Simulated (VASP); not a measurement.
Wanted: the native input for a VASP 6.6.1 run.

- Task: single point
- Functional: LDA
- Potentials or basis: VASP PAW LDA potentials, release 64 (Ti_sv)
- Cutoff: 520 eV
- k mesh: 11 × 11 × 11
- Occupations: fermi-dirac, width 0.05 eV
- Spin: no spin polarisation
- Dipole correction: no
- Further INCAR settings: ALGO = Normal; EDIFF = 1e-06; NBANDS = 12

The structure of Ti lies in POSCAR:

```
Ti
1.0
   -1.6731846416      1.6731846416      1.6731846416
    1.6731846416     -1.6731846416      1.6731846416
    1.6731846416      1.6731846416     -1.6731846416
Ti
1
Direct
    0.0000000000      0.0000000000      0.0000000000
```

One way to write it, as run:

INCAR

```
PREC     = Accurate       # precision mode
ENCUT    = 520            # plane-wave cutoff, eV
EDIFF    = 1E-6           # SCF threshold, eV
ISMEAR   = -1             # smearing method
SIGMA    = 0.05           # smearing width, eV
LREAL    = F              # projectors in reciprocal space
LASPH    = T              # aspherical terms in the spheres
NELM     = 80             # most SCF steps
ALGO     = Normal         # electronic algorithm
ISIF     = 2              # what is computed and relaxed
LWAVE    = F              # write WAVECAR
LCHARG   = F              # write CHGCAR
NBANDS   = 12             # bands
```

KPOINTS

```
regular mesh
0
Gamma
  11 11 11
```

Potentials or basis: VASP PAW LDA potentials, release 64 (Ti_sv).

Launch:

```bash
$ cat potpaw_LDA.64/Ti_sv/POTCAR > POTCAR
$ mpirun -np 1 vasp_std > vasp.out
```

Results of the run:

- Pressure: -15.1 GPa
- Band gap on the k mesh: zero (band 6 reaches 7.99 eV, above the bottom of band 7 at 6.54 eV)

Run time: 5.8 s on 1 thread of Intel(R) Xeon(R) 6975P-C (Granite Rapids) (shared host), peak memory 0.13 GiB.
